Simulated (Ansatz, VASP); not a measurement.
## Sb in VASP and in Ansatz

File POSCAR:

```
Sb
1.0
    0.0000000000      3.4271765785      3.4271765785
    3.4271765785      0.0000000000      3.4271765785
    3.4271765785      3.4271765785      0.0000000000
Sb
2
Direct
    0.1250000000      0.1250000000      0.1250000000
    0.8750000000      0.8750000000      0.8750000000
```

File INCAR.step1:

```
SYSTEM = Sb
PREC = Accurate
ENCUT = 550
ISMEAR = -1
SIGMA = 0.1
LREAL = .False.
LASPH = .True.
NELM = 120
NBANDS = 12
GGA = PE
ALGO = Normal
EDIFF = 1E-5
LWAVE = .True.
LCHARG = .False.
GGA_COMPAT = .False.
```

The input INCAR.step2:

```
SYSTEM = Sb
PREC = Accurate
ENCUT = 550
EDIFF = 1E-6
ISMEAR = -1
SIGMA = 0.1
LREAL = .False.
LASPH = .True.
NELM = 120
ALGO = Normal
ISIF = 2
LWAVE = .False.
LCHARG = .False.
METAGGA = R2SCAN
LMIXTAU = .True.
NBANDS = 12
ISTART = 1
GGA_COMPAT = .False.
```

The input KPOINTS:

```
Automatic mesh
0
Gamma
  9 9 9
  0 0 0
```

Input for Ansatz:

```yaml
crystal:
  lattice:
    - [0.0, 3.4271765785, 3.4271765785]
    - [3.4271765785, 0.0, 3.4271765785]
    - [3.4271765785, 3.4271765785, 0.0]
  atoms:
    - { symbol: Sb, position: [0.125, 0.125, 0.125] }
    - { symbol: Sb, position: [0.875, 0.875, 0.875] }
hamiltonian:
  xc: r2scan
  pseudopotentials:
    kind: paw
    azcp:
      Sb: "pseudopotentials/Sb.paw.azcp"
basis:
  ecutwfc: 500
  fft_grid_basis: typed
kpoints:
  mp_grid: { grid: [9, 9, 9], shift: [0, 0, 0] }
magnetization:
  spin_polarized: false
scf:
  occupations: { method: fermi_dirac, width: 0.1 }
  lower_state_search: "off"
output:
  stress: true
```

Alike in both runs: task single point; functional r2SCAN; k mesh 9 × 9 × 9; occupations fermi-dirac, width 0.1 eV; no spin polarisation.

|  | VASP | Ansatz |
| --- | --- | --- |
| version | VASP 6.6.1 | Ansatz 0.2.0 |
| potentials or method | VASP PAW PBE potentials, release 64 (Sb), cutoff 550 eV | plane waves (500 eV) with PAW, scalar-relativistic |
| valence electrons in the cell | 10 | 30 |

|  | VASP | Ansatz | Ansatz less VASP |
| --- | --- | --- | --- |
| pressure (GPa) | 1.5 | 1.4 | -0.07 |

VASP's potentials were made for PBE, not for r2SCAN. VASP's potentials hold 10 valence electrons a cell and Ansatz's 30, so a difference there can come from the potentials and not from the codes.

Neither program's run includes spin-orbit coupling.
